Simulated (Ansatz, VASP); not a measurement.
Na in VASP and in Ansatz

```xyz
2
Lattice="0.0000 -3.7271 0.0000 -3.7271 0.0000 0.0000 0.0000 0.0000 -5.2242" Properties=species:S:1:pos:R:3 pbc="T T T"
Na   -2.0676   -1.8636   -2.9281
Na    0.2040    0.0000    0.3160
```

Change from the starting cell: mode 4 frozen in at -0.204 Å and mode 6 at -0.316 Å (largest displacements).

Alike in both runs: task single point; functional PBEsol; k mesh 12 × 12 × 10; occupations gaussian, width 0.15 eV; no spin polarisation.

```csv
,VASP,Ansatz
version,VASP 6.6.1,Ansatz 0.2.0
potentials or method,"VASP PAW PBE potentials, release 64 (Na_pv), cutoff 520 eV","scalar-relativistic, plane waves, PAW"
valence electrons in the cell,14,18
```

|  | VASP | Ansatz | Ansatz less VASP |
| --- | --- | --- | --- |
| gap on the k mesh at the Fermi level (eV) | none | none | - |
| pressure (GPa) | 0.7 | 0.9 | +0.15 |
| traceless stress, the component that is largest in VASP (GPa) | 0.73 | 0.72 | -0.002 |
| rms of the force components (eV/Å) | 0.347 | 0.346 | -0.0008 |

VASP's potentials were made for PBE, not for PBEsol. Atom by atom the forces differ by 0.001 eV/Å (rms over components). A gap of «none» marks a metal or a gap that the smearing closes. VASP's potentials hold 14 valence electrons a cell and Ansatz's 18, so a difference there can come from the potentials and not from the codes.
